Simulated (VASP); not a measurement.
# Hf (Im-3m) in VASP: a series of runs, part 2 of 3

VASP 6.6.1. The steps go on from the part before.

### 3 Single point, RPBE (volume scaled by 0.88)

Input file INCAR:

```
PREC = Accurate
ENCUT = 520
EDIFF = 1E-6
ISMEAR = -1
SIGMA = 0.1
LREAL = F
LASPH = T
NELM = 60
ALGO = Normal
ISIF = 2
LWAVE = F
LCHARG = F
GGA = RP
NBANDS = 11
```

Input file KPOINTS:

```
regular mesh
0
Gamma
  14 14 14
```

Input file POSCAR:

```
Hf
1.0
   -1.7171723110      1.7171723110      1.7171723110
    1.7171723110     -1.7171723110      1.7171723110
    1.7171723110      1.7171723110     -1.7171723110
Hf
1
Direct
    0.0000000000      0.0000000000      0.0000000000
```

Potentials or basis: VASP PAW PBE potentials, release 64 (Hf_pv).

Launch:

```bash
$ cat potpaw_PBE.64/Hf_pv/POTCAR > POTCAR
$ mpirun -np 1 vasp_std > vasp.out
```

OUTCAR:

```text
PREC = Accurate
   ENCUT = 520
   EDIFF = 1E-6
   ISMEAR = -1
   LREAL = F
   LASPH = T
   NELM = 60
   ISIF = 2
   GGA = RP

 ion  position               nearest neighbor table
   1  0.000  0.000  0.000-

  LATTYP: Found a body centered cubic cell.
 ALAT       =     3.4343446220

  Lattice vectors:

 A1 = (  -1.7171723110,   1.7171723110,   1.7171723110)
 A2 = (   1.7171723110,  -1.7171723110,   1.7171723110)
 A3 = (   1.7171723110,   1.7171723110,  -1.7171723110)

Analysis of symmetry for initial positions (statically):
=====================================================================
 Subroutine PRICEL returns:
 Original cell was already a primitive cell.

 Routine SETGRP: Setting up the symmetry group for a
 body centered cubic supercell.

 Subroutine GETGRP returns: Found 48 space group operations
[... 9 lines left out ...]

 Routine SETGRP: Setting up the symmetry group for a
 body centered cubic supercell.

 Subroutine GETGRP returns: Found 48 space group operations
[... 11 lines left out ...]
                                     Primitive cell

  volume of cell :      20.2536

  direct lattice vectors                    reciprocal lattice vectors
    -1.717172311  1.717172311  1.717172311     0.000000000  0.291176370  0.291176370
     1.717172311 -1.717172311  1.717172311     0.291176370  0.000000000  0.291176370
     1.717172311  1.717172311 -1.717172311     0.291176370  0.291176370  0.000000000

  length of vectors
     2.974229688  2.974229688  2.974229688     0.411785571  0.411785571  0.411785571

  position of ions in fractional coordinates (direct lattice)
     0.000000000  0.000000000  0.000000000

  ion indices of the primitive-cell ions
   primitive index   ion index
                 1           1

----------------------------------------------------------------------------------------

 KPOINTS: regular mesh

Automatic generation of k-mesh.
 Grid dimensions read from file:
 generate k-points for:   14   14   14

 Generating k-lattice:

  Cartesian coordinates                     Fractional coordinates (reciprocal lattice)
     0.000000000  0.020798312  0.020798312     0.071428571  0.000000000  0.000000000
     0.020798312  0.000000000  0.020798312     0.000000000  0.071428571  0.000000000
     0.020798312  0.020798312  0.000000000     0.000000000  0.000000000  0.071428571

  Length of vectors
     0.029413255  0.029413255  0.029413255

  Shift w.r.t. Gamma in fractional coordinates (k-lattice)
     0.000000000  0.000000000  0.000000000

 Subroutine IBZKPT returns following result:
 ===========================================

 Found    104 irreducible k-points:

 Following reciprocal coordinates:
            Coordinates               Weight
  0.000000  0.000000  0.000000      1.000000
  0.071429  0.000000  0.000000     12.000000
  0.142857  0.000000  0.000000     12.000000
  0.214286  0.000000  0.000000     12.000000
  0.285714  0.000000  0.000000     12.000000
  0.357143  0.000000  0.000000     12.000000
[... 16 lines left out ...]
  0.285714  0.285714  0.000000     24.000000
  0.357143  0.285714  0.000000     24.000000
 [... further k-points ...]
   k-points           NKPTS =    104   k-points in BZ     NKDIM =    104   number of bands    NBANDS=     11
   number of dos      NEDOS =    301   number of ions     NIONS =      1
   total plane-waves  NPLWV =  13824
   dimension x,y,z NGX =    24 NGY =   24 NGZ =   24
   dimension x,y,z NGXF=    48 NGYF=   48 NGZF=   48
   ions per type =               1
   NGX,Y,Z   is equivalent  to a cutoff of  13.41, 13.41, 13.41 a.u.
   NGXF,Y,Z  is equivalent  to a cutoff of  26.83, 26.83, 26.83 a.u.
 SYSTEM =  unknown system
   PREC   = accura    normal or accurate (medium, high low for compatibility)
   ISTART =      0    job   : 0-new  1-cont  2-samecut
   ICHARG =      2    charge: 1-file 2-atom 10-const
   ISPIN  =      1    spin polarized calculation?
   LNONCOLLINEAR =      F non collinear calculations
   LSORBIT =      F    spin-orbit coupling
   LASPH  =      T    aspherical Exc in radial PAW
   ENCUT  =  520.0 eV  38.22 Ry    6.18 a.u.   5.53  5.53  5.53*2*pi/ulx,y,z
   NELM   =     60;   NELMIN=  2; NELMDL= -5     # of ELM steps
   EDIFF  = 0.1E-05   stopping-criterion for ELM
   LREAL  =      F    real-space projection
   EDIFFG = 0.1E-04   stopping-criterion for IOM
   NSW    =      0    number of steps for IOM
   IBRION =     -1    ionic relax: 0-MD 1-quasi-New 2-CG
   NFREE  =      0    steps in history (QN), initial steepest desc. (CG)
   ISIF   =      2    stress and relaxation
   ISYM   =      2    0-nonsym 1-usesym 2-fastsym
   POTIM  = 0.5000    time-step for ionic-motion
   TEBEG  =    0.0;   TEEND  =   0.0 temperature during run
   PSTRESS=    0.0 pullay stress
   NELECT =      10.0000    total number of electrons
   NUPDOWN=      -1.0000    fix difference up-down
   EMIN   =  10.00;   EMAX   =-10.00  energy-range for DOS
   EFERMI =   0.00;   METHOD = LEGACY
   ISMEAR =    -1;   SIGMA  =   0.10  broadening in eV -4-tet -1-fermi 0-gaus
   EFERMI_NEDOS =   21; number of points for ismear=-14 and -15
   IALGO  =     38    algorithm
   IMIX   =      4    mixing-type and parameters
     AMIX     =   0.40;   BMIX     =  1.00
     AMIX_MAG =   1.60;   BMIX_MAG =  1.00
  volume/ion in A,a.u.               =      20.25       136.68
  Fermi-wavevector in a.u.,A,eV,Ry     =   1.293921  2.445155 22.779289  1.674230
  Thomas-Fermi vector in A             =   2.425536
   LORBIT       =      0    0 simple, 1 ext, 2 COOP (PROOUT), +10 PAW based schemes
   GGA     = RP    functional components
   LHFCALC =     F    Hartree Fock is set to
   AEXX    =    0.0000 exact exchange contribution
   IVDW    =     0    specifies the selected vdW correction
   LEPSILON=     F    determine dielectric tensor
   LRPA    =     F    only Hartree local field effects (RPA)
 non-spin polarized calculation
  energy-cutoff  :      520.00
  volume of cell :       20.25
 maximum number of plane-waves:       560
 NGX is ok and might be reduce to    24
   NGX = 11   NGY = 11   NGZ = 11

 number of electron      10.0000002 magnetization

 Free energy of the ion-electron system (eV)
  ---------------------------------------------------
  ext. energy  EPLUGINS =         0.00000000
  ---------------------------------------------------
  free energy    TOTEN  =        -9.23922674 eV

  energy without entropy =       -9.18432628  energy(sigma->0) =       -9.21177651

 E-fermi :   5.3518     XC(G=0): -11.6836

 val. band max:        5.3450942696   @ k =  -0.4286  -0.4286   0.1429
 cond. band min:       5.3539197196   @ k =   0.2857   0.1429   0.0714
 fundamental gap:      0.0088254500
 Fermi energy:         5.3517869385

 k-point     1 :       0.0000    0.0000    0.0000
  band No.  band energies     occupation
      1     -24.1074      2.00000
      2     -24.1074      2.00000
      3     -24.1074      2.00000
      4      -1.9780      2.00000
      5       7.0006      0.00000
      6       7.0006      0.00000
      7       7.0006      0.00000
      8      10.0673      0.00000
      9      10.0673      0.00000
     10      19.0938      0.00000
     11      19.0938      0.00000

 k-point     2 :       0.0714    0.0000    0.0000
  band No.  band energies     occupation
      1     -24.1685      2.00000
      2     -24.1258      2.00000
      3     -24.1078      2.00000
      4      -1.7656      2.00000
      5       6.8464      0.00000
      6       6.9388      0.00000
      7       7.2109      0.00000
      8       9.8137      0.00000
      9      10.0618      0.00000
     10      19.0735      0.00000
     11      19.3061      0.00000

 k-point     3 :       0.1429    0.0000    0.0000
  band No.  band energies     occupation
      1     -24.3363      2.00000
      2     -24.1770      2.00000
      3     -24.1089      2.00000
      4      -1.1630      2.00000
      5       6.4483      0.00003
      6       6.6644      0.00000
      7       7.8324      0.00000
      8       9.4386      0.00000
      9      10.0707      0.00000
     10      19.0726      0.00000
     11      19.7781      0.00000
[... 267 lines left out ...]
 k-point    23 :       0.2857    0.2857    0.0000
  band No.  band energies     occupation
      1     -25.0153      2.00000
      2     -24.7150      2.00000
      3     -24.2422      2.00000
      4       3.3274      2.00000
      5       4.5555      1.99930
      6       5.2761      1.36128
      7      10.0744      0.00000
      8      10.8219      0.00000
      9      14.7606      0.00000
     10      15.5476      0.00000
     11      18.8717      0.00000

 k-point    24 :       0.3571    0.2857    0.0000
  band No.  band energies     occupation
      1     -24.9720      2.00000
      2     -24.7991      2.00000
      3     -24.2480      2.00000
      4       3.5229      2.00000
      5       4.6956      1.99718
      6       5.0879      1.86668
      7      10.2917      0.00000
      8      10.8729      0.00000
      9      14.0141      0.00000
     10      16.5252      0.00000
     11      18.0234      0.00000

 [... further k-points ...]
[... 5 lines left out ...]
  --------------------------------------------------------------------------------------
  -------------------------------------------------------------------------------------
  Total        1.8282871      1.8282871      1.8282871     -0.0000000     -0.0000000     -0.0000000
  in kB      144.6283283    144.6283283    144.6283283     -0.0000000     -0.0000000     -0.0000000
  external PRESSURE =     144.6283283 kB  Pullay stress =       0.0000000 kB

 VOLUME and BASIS-vectors are now :
 -----------------------------------------------------------------------------
  energy-cutoff  :      520.00
  volume of cell :       20.25
      direct lattice vectors                 reciprocal lattice vectors
    -1.717172311  1.717172311  1.717172311     0.000000000  0.291176370  0.291176370
     1.717172311 -1.717172311  1.717172311     0.291176370  0.000000000  0.291176370
     1.717172311  1.717172311 -1.717172311     0.291176370  0.291176370  0.000000000

 POSITION                                       TOTAL-FORCE (eV/Angst)
 -----------------------------------------------------------------------------------
      0.00000      0.00000      0.00000         0.000000      0.000000      0.000000
 -----------------------------------------------------------------------------------
    total drift:                                0.000000      0.000000      0.000000

  FREE ENERGIE OF THE ION-ELECTRON SYSTEM (eV)
  ---------------------------------------------------
  free  energy   TOTEN  =        -9.2392267437 eV

  energy  without entropy=       -9.1843262768  energy(sigma->0) =       -9.21177651
```

OSZICAR:

```text
N       E                     dE             d eps       ncg     rms          rms(c)
DAV:   1     0.138483455676E+02    0.13848E+02   -0.57228E+03  2296   0.854E+02
DAV:   2    -0.907096323098E+01   -0.22919E+02   -0.22152E+02  2792   0.157E+02
DAV:   3    -0.949948333933E+01   -0.42852E+00   -0.42339E+00  2857   0.149E+01
DAV:   4    -0.950086485935E+01   -0.13815E-02   -0.13813E-02  2575   0.103E+00
DAV:   5    -0.950087114292E+01   -0.62836E-05   -0.62829E-05  2885   0.604E-02    0.468E+01
DAV:   6    -0.930745962522E+01    0.19341E+00   -0.16380E-01  2540   0.311E+00    0.277E+01
DAV:   7    -0.924237648313E+01    0.65083E-01   -0.25218E-01  2558   0.374E+00    0.119E+00
DAV:   8    -0.923918404157E+01    0.31924E-02   -0.15813E-02  2615   0.927E-01    0.101E-01
DAV:   9    -0.923922180594E+01   -0.37764E-04   -0.32694E-04  2879   0.134E-01    0.465E-02
DAV:  10    -0.923922706312E+01   -0.52572E-05   -0.22283E-05  2654   0.394E-02    0.196E-02
DAV:  11    -0.923922674367E+01    0.31945E-06   -0.29839E-06  2602   0.131E-02
   1 F= -.92392267E+01 E0= -.92117765E+01  d E =-.549005E-01
```

stdout:

```text
POSCAR found type information on POSCAR Hf
 POSCAR found :  1 types and       1 ions
 scaLAPACK will be used
 -----------------------------------------------------------------------------
|                                                                             |
|                                                                             |
|     You enforced a specific xc type in the INCAR file but a different       |
|     I HOPE YOU KNOW WHAT YOU ARE DOING!                                     |
|                                                                             |
 -----------------------------------------------------------------------------

 LDA part: xc-table for (Slater+PW92), standard interpolation
 POSCAR, INCAR and KPOINTS ok, starting setup
 FFT: planning ... GRIDC
 FFT: planning ... GRID_SOFT
 FFT: planning ... GRID
 WAVECAR not read
 entering main loop
```

Run time: 17 s. Hardware: 1 thread of AMD EPYC 7R13 (Zen 3), shared host; peak memory 0.12 GiB.

Results:

```
Free energy            : -9.2392 eV
Pressure               : 14.5 GPa
Band gap on the k mesh : zero (band 5 reaches 7.00 eV, above the bottom of band 6 at 4.55 eV)
```

Caveat: the PAW data sets were made with another functional, which shifts forces and pressure a little; spin-orbit coupling is left out, which moves the levels of the heavy elements.

### 4 Single point, RPBE (volume scaled by 0.92)

Input file INCAR:

```
ALGO = Normal
EDIFF = 1E-6
ENCUT = 520
GGA = RP
ISIF = 2
ISMEAR = -1
LASPH = True
LCHARG = False
LREAL = False
LWAVE = False
NBANDS = 11
NELM = 60
PREC = Accurate
SIGMA = 0.1
```

Input file KPOINTS:

```
k-points
0
Gamma
  14 14 14
```

Input file POSCAR:

```
Hf
1.0
   -1.7428055275      1.7428055275      1.7428055275
    1.7428055275     -1.7428055275      1.7428055275
    1.7428055275      1.7428055275     -1.7428055275
Hf
1
Direct
    0.0000000000      0.0000000000      0.0000000000
```

Launch:

```bash
$ cat potpaw_PBE.64/Hf_pv/POTCAR > POTCAR
$ mpirun -np 1 vasp_std > vasp.out
```

Wall time 17 s (1 thread of AMD EPYC 7R13 (Zen 3), shared host); peak memory 0.12 GiB.

Results (log left out):

* Free energy: -9.3053 eV
* Pressure: 8.6 GPa
* Band gap on the k mesh: zero (band 5 reaches 6.66 eV, above the bottom of band 6 at 4.26 eV)

Levels at points of the mesh, in eV from the Fermi level:
```tsv
k point	band 2	band 3	band 4	band 5	band 6	band 7	band 8	band 9
(0.00, 0.00, 0.00)	-29.64	-29.64	-7.20	1.62	1.62	1.62	4.55	4.55
(0.50, 0.00, 0.00)	-29.95	-29.65	-3.52	-0.55	1.26	4.42	5.48	8.14
(0.50, 0.50, 0.50)	-30.32	-30.32	-2.80	-2.80	7.24	7.24	7.24	7.68
```

Caveat: the PAW data sets were made with another functional, which shifts forces and pressure a little; spin-orbit coupling is left out, which moves the levels of the heavy elements.

### 5 Single point, RPBE (volume scaled by 0.96)

Input file INCAR:

```
ALGO = Normal
EDIFF = 1E-7
ENCUT = 520
GGA = RP
ISIF = 2
ISMEAR = -1
LASPH = T
LCHARG = F
LREAL = F
LWAVE = F
NBANDS = 11
NELM = 60
PREC = Accurate
SIGMA = 0.1
```

KPOINTS is that of step 4.

Input file POSCAR:

```
Hf
1.0
   -1.7677061136      1.7677061136      1.7677061136
    1.7677061136     -1.7677061136      1.7677061136
    1.7677061136      1.7677061136     -1.7677061136
Hf
1
Direct
    0.0000000000      0.0000000000      0.0000000000
```

Launch:

```bash
$ cat potpaw_PBE.64/Hf_pv/POTCAR > POTCAR
$ mpirun -np 1 vasp_std > vasp.out
```

Run time: 16 s. Hardware: 1 thread of AMD EPYC 7R13 (Zen 3), shared host; peak memory 0.13 GiB.

The run converged. Its results:

* Free energy: -9.3407 eV
* Pressure: 3.7 GPa
* Band gap on the k mesh: zero (band 5 reaches 6.33 eV, above the bottom of band 6 at 3.99 eV)

Levels at points of the mesh, in eV from the Fermi level:
```csv
k point,band 3,band 4,band 5,band 6,band 7,band 8
"(0.00, 0.00, 0.00)",-29.82,-7.07,1.58,1.58,1.58,4.39
"(0.50, 0.00, 0.00)",-29.82,-3.39,-0.48,1.08,4.23,5.24
"(0.50, 0.50, 0.50)",-30.41,-2.61,-2.61,6.90,6.90,6.90
```

Caveat: the PAW data sets were made with another functional, which shifts forces and pressure a little; spin-orbit coupling is left out, which moves the levels of the heavy elements.

[end of part 2 of 3]
